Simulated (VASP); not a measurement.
# AlNi3 (Fm-3m) in VASP: further runs, part 2 of 2

VASP 6.6.1. The steps go on from the part before.

### Step 3. Single point, PBEsol, collinear spin, ferromagnetic start

This run uses another cell than the first one, of 11.00 Å³/atom, 1.028 times its volume.

File INCAR:

```
SYSTEM = AlNi3
PREC = Accurate ; ENCUT = 590
EDIFF = 1E-6 ; ISMEAR = -1
SIGMA = 0.05 ; LREAL = .FALSE.
LASPH = .TRUE. ; NELM = 200
ALGO = Normal ; ISIF = 2
LWAVE = .FALSE. ; LCHARG = .FALSE.
ISPIN = 2 ; MAGMOM = 0.733333 0.733333 0.733333 0
LORBIT = 11 ; NUPDOWN = 2.2
LMAXMIX = 4 ; GGA = PS
NBANDS = 40 ; GGA_COMPAT = .FALSE.
```

File KPOINTS:

```
Automatic mesh
0
G
  7 7 7
  0 0 0
```

File POSCAR:

```
AlNi3
1.0
    0.0000000000      2.8018887551      2.8018887551
    2.8018887551      0.0000000000      2.8018887551
    2.8018887551      2.8018887551      0.0000000000
Ni Al
3 1
Direct
    0.7500000000      0.7500000000      0.7500000000
    0.0000000000      0.0000000000      0.0000000000
    0.2500000000      0.2500000000      0.2500000000
    0.5000000000      0.5000000000      0.5000000000
```

Potentials or basis: VASP PAW PBE potentials, release 64 (Ni_sv_GW, Al).

Command:

```bash
$ cat potpaw_PBE.64/Ni_sv_GW/POTCAR potpaw_PBE.64/Al/POTCAR > POTCAR
$ mpirun -np 1 vasp_std > vasp.out
```

OUTCAR:

```text
SYSTEM = AlNi3
   PREC = Accurate
   ENCUT = 590
   EDIFF = 1E-6
   ISMEAR = -1
   LREAL = .FALSE.
   LASPH = .TRUE.
   NELM = 200
   ISIF = 2
   ISPIN = 2
   LORBIT = 11
   NUPDOWN = 2.2
   GGA = PS

 ion  position               nearest neighbor table
   1  0.750  0.750  0.750-   4 2.43   2 2.43   4 2.43   2 2.43   4 2.43   4 2.43   2 2.43   2 2.43

   2  0.000  0.000  0.000-   1 2.43   3 2.43   1 2.43   1 2.43   3 2.43   1 2.43   3 2.43   3 2.43
                             4 2.80   4 2.80   4 2.80   4 2.80   4 2.80   4 2.80
   3  0.250  0.250  0.250-   2 2.43   4 2.43   2 2.43   2 2.43   4 2.43   2 2.43   4 2.43   4 2.43

   4  0.500  0.500  0.500-   3 2.43   1 2.43   3 2.43   1 2.43   3 2.43   3 2.43   1 2.43   1 2.43
                             2 2.80   2 2.80   2 2.80   2 2.80   2 2.80   2 2.80

  LATTYP: Found a face centered cubic cell.
[... 1947 lines left out ...]
      4.20283      4.20283      4.20283         0.000000      0.000000     -0.000000
      0.00000      0.00000      0.00000        -0.000000      0.000000      0.000000
      1.40094      1.40094      1.40094        -0.000000     -0.000000      0.000000
      2.80189      2.80189      2.80189        -0.000000      0.000000      0.000000
 -----------------------------------------------------------------------------------
    total drift:                                0.000000     -0.000000      0.000000

  FREE ENERGIE OF THE ION-ELECTRON SYSTEM (eV)
  ---------------------------------------------------
  free  energy   TOTEN  =       -26.3304277110 eV

  energy  without entropy=      -26.2715279689  energy(sigma->0) =      -26.30097784

 total charge

# of ion       s       p       d       f       tot
--------------------------------------------------
    1        2.242   6.336   7.857   0.004  16.439
    2        2.243   6.331   7.813   0.005  16.393
    3        2.242   6.336   7.857   0.004  16.439
    4        0.403   0.426   0.000   0.000   0.829
--------------------------------------------------
tot          7.131  19.429  23.526   0.013  50.099

 magnetization (x)

# of ion       s       p       d       f       tot
--------------------------------------------------
    1        0.012   0.021   0.610   0.000   0.643
    2        0.007   0.020   0.761  -0.000   0.787
    3        0.012   0.021   0.610   0.000   0.643
    4        0.003   0.022   0.000   0.000   0.024
--------------------------------------------------
tot          0.033   0.084   1.981   0.000   2.098
```

OSZICAR:

```text
N       E                     dE             d eps       ncg     rms          rms(c)
DAV:   1     0.108883858431E+04    0.10888E+04   -0.30650E+04  5096   0.498E+03
DAV:   2     0.815802686607E+02   -0.10073E+04   -0.96455E+03  5992   0.149E+03
DAV:   3    -0.328294141714E+02   -0.11441E+03   -0.10965E+03  6320   0.661E+02
DAV:   4    -0.384984907119E+02   -0.56691E+01   -0.56345E+01  6176   0.110E+02
DAV:   5    -0.389080966764E+02   -0.40961E+00   -0.40950E+00  5928   0.287E+01    0.313E+01
DAV:   6    -0.394986240566E+02   -0.59053E+00   -0.12907E+02  4992   0.629E+02    0.313E+01
DAV:   7    -0.261551296363E+02    0.13343E+02   -0.59593E+01  4640   0.374E+02    0.532E+00
DAV:   8    -0.266775320174E+02   -0.52240E+00   -0.49426E+00  6248   0.897E+01    0.931E+00
DAV:   9    -0.263684483657E+02    0.30908E+00   -0.16851E+00  5432   0.565E+01    0.233E+00
DAV:  10    -0.263319136652E+02    0.36535E-01   -0.14347E-01  6200   0.121E+01    0.693E-01
DAV:  11    -0.263302804078E+02    0.16333E-02   -0.91815E-03  5880   0.389E+00    0.338E-01
DAV:  12    -0.263304384414E+02   -0.15803E-03   -0.12725E-03  6152   0.106E+00    0.191E-01
DAV:  13    -0.263304242235E+02    0.14218E-04   -0.27166E-04  5920   0.734E-01    0.590E-02
DAV:  14    -0.263304274492E+02   -0.32257E-05   -0.57707E-05  6144   0.235E-01    0.254E-02
DAV:  15    -0.263304277110E+02   -0.26177E-06   -0.73384E-06  4200   0.124E-01
   1 F= -.26330428E+02 E0= -.26300978E+02  d E =-.588997E-01  mag=     2.2000
```

Wall time 58 s (1 thread of Intel Xeon 6975P-C (Granite Rapids), shared host); peak memory 0.23 GiB.

Results:

```yaml
Free_energy: -26.3304 eV
Pressure: 0.8 GPa
Net_moment: 2.20 μB per cell
Site_moments: Ni +0.64, +0.79; Al +0.02 μB
Valence_electrons_inside_the_program's_atomic_spheres: Ni 16.44, 16.39; Al 0.83
```

Caveat: the PAW data sets were made with another functional, which shifts forces and pressure a little; the total moment is fixed, so each spin has its own Fermi level.

### Step 4. Single point, PBEsol, collinear spin, ferromagnetic start

This run uses another cell than the first one, of 11.00 Å³/atom, 1.028 times its volume.

File INCAR:

```
  PREC = Accurate
  ENCUT = 590
  EDIFF = 1E-6
  ISMEAR = -1
  SIGMA = 0.05
  LREAL = False
  LASPH = True
  NELM = 200
  ALGO = Normal
  ISIF = 2
  LWAVE = False
  LCHARG = False
  ISPIN = 2
  MAGMOM = 2 2 2 0
  LORBIT = 11
  NUPDOWN = 6.0
  LMAXMIX = 4
  GGA = PS
  NBANDS = 40
  GGA_COMPAT = False
```

File KPOINTS:

```
Automatic mesh
0
Gamma
  7 7 7
```

POSCAR is that of step 3.

Command:

```bash
$ cat potpaw_PBE.64/Ni_sv_GW/POTCAR potpaw_PBE.64/Al/POTCAR > POTCAR
$ mpirun -np 1 vasp_std > vasp.out
```

Run time: 58 s. Hardware: 1 thread of Intel Xeon 6975P-C (Granite Rapids), shared host; peak memory 0.24 GiB.

The run converged. Its results:

| Quantity | Value |
| --- | --- |
| Free energy | -20.4406 eV |
| Pressure | 24.6 GPa |
| Net moment | 6.00 μB per cell |
| Site moments | Ni +1.58, +1.71; Al +0.19 μB |
| Valence electrons inside the program's atomic spheres | Ni 16.37, 16.30; Al 0.87 |

Caveat: the PAW data sets were made with another functional, which shifts forces and pressure a little; the total moment is fixed, so each spin has its own Fermi level.

### Step 5. Single point, LDA, collinear spin, ferromagnetic start

This run uses another cell than the first one, of 10.34 Å³/atom, 0.966 times its volume.

File INCAR:

```
SYSTEM = AlNi3
ALGO = Normal
EDIFF = 1E-6
ENCUT = 520
ISIF = 2
ISMEAR = -1
ISPIN = 2
LASPH = .True.
LCHARG = .False.
LMAXMIX = 4
LORBIT = 11
LREAL = .False.
LWAVE = .False.
MAGMOM = 1 1 1 0
NBANDS = 28
NELM = 150
PREC = Accurate
SIGMA = 0.05
```

File KPOINTS:

```
k-points
0
Gamma
  8 8 8
  0 0 0
```

File POSCAR:

```
AlNi3
1.0
    0.0000000000      2.7446913027      2.7446913027
    2.7446913027      0.0000000000      2.7446913027
    2.7446913027      2.7446913027      0.0000000000
Ni Al
3 1
Direct
    0.7500000000      0.7500000000      0.7500000000
    0.0000000000      0.0000000000      0.0000000000
    0.2500000000      0.2500000000      0.2500000000
    0.5000000000      0.5000000000      0.5000000000
```

Potentials or basis: VASP PAW LDA potentials, release 64 (Ni, Al).

Command:

```bash
$ cat potpaw_LDA.64/Ni/POTCAR potpaw_LDA.64/Al/POTCAR > POTCAR
$ mpirun -np 1 vasp_std > vasp.out
```

It took 46 s on 1 thread of Intel Xeon 6975P-C (Granite Rapids), shared host; peak memory 0.18 GiB.

It converged, with:

```
Free energy                                           : -25.6108 eV
Pressure                                              : 6.0 GPa
Net moment                                            : 0.00 μB per cell
Valence electrons inside the program's atomic spheres : Ni 9.60, 9.54; Al 0.87
```

Levels at points of the mesh, in eV from the Fermi level:
Spin up:
| k point | band 13 | band 14 | band 15 | band 16 | band 17 | band 18 | band 19 | band 20 |
| --- | --- | --- | --- | --- | --- | --- | --- | --- |
| (0.00, 0.00, 0.00) | -0.61 | -0.61 | -0.55 | -0.55 | 5.69 | 5.69 | 5.69 | 6.28 |
| (0.50, 0.00, 0.00) | -0.70 | -0.70 | -0.51 | -0.51 | -0.15 | 4.53 | 4.53 | 5.13 |
| (0.50, 0.50, 0.00) | -1.15 | -0.82 | -0.64 | -0.38 | -0.38 | -0.37 | -0.02 | 4.58 |
Spin down:
```tsv
k point	band 12	band 13	band 14	band 15	band 16	band 17	band 18	band 19	band 20	band 21
(0.00, 0.00, 0.00)	-0.99	-0.61	-0.61	-0.55	-0.55	5.69	5.69	5.69	6.28	6.28
(0.50, 0.00, 0.00)	-1.88	-0.70	-0.70	-0.51	-0.51	-0.15	4.53	4.53	5.13	5.13
(0.50, 0.50, 0.00)	-1.26	-1.15	-0.82	-0.64	-0.38	-0.38	-0.37	-0.02	4.58	5.10
```

### Step 6. Summary

```csv
level,potentials or basis,fixed moment (μB),cell,k mesh,cutoff (eV),second run,gap on the mesh (eV),pressure (GPa),moment (μB)
PBEsol,"VASP PAW PBE potentials, release 64 (Ni, Al)",-,"a = 3.927 Å, angles 60.0°, 4 atoms",8 × 8 × 8,520,-,none,5.0,0.00
PBEsol,"VASP PAW PBE potentials, release 64 (Ni_sv_GW, Al)",2.2,"a = 3.962 Å, angles 60.0°, 4 atoms",7 × 7 × 7,590,valence_matched,-,0.8,2.20
PBEsol,"VASP PAW PBE potentials, release 64 (Ni_sv_GW, Al)",6.0,"a = 3.962 Å, angles 60.0°, 4 atoms",7 × 7 × 7,590,valence_matched,-,24.6,6.00
LDA,"VASP PAW LDA potentials, release 64 (Ni, Al)",-,"a = 3.882 Å, angles 60.0°, 4 atoms",8 × 8 × 8,520,-,none,6.0,0.00
```

Alike in all rows: task single point; spin collinear, ferromagnetic start; smearing fermi-dirac 0.05 eV.

Caveats: the PAW data sets were made with another functional, which shifts forces and pressure a little (some runs); the total moment is fixed, so each spin has its own Fermi level (some runs).

Absolute energies hang on the potentials; compare differences alone.
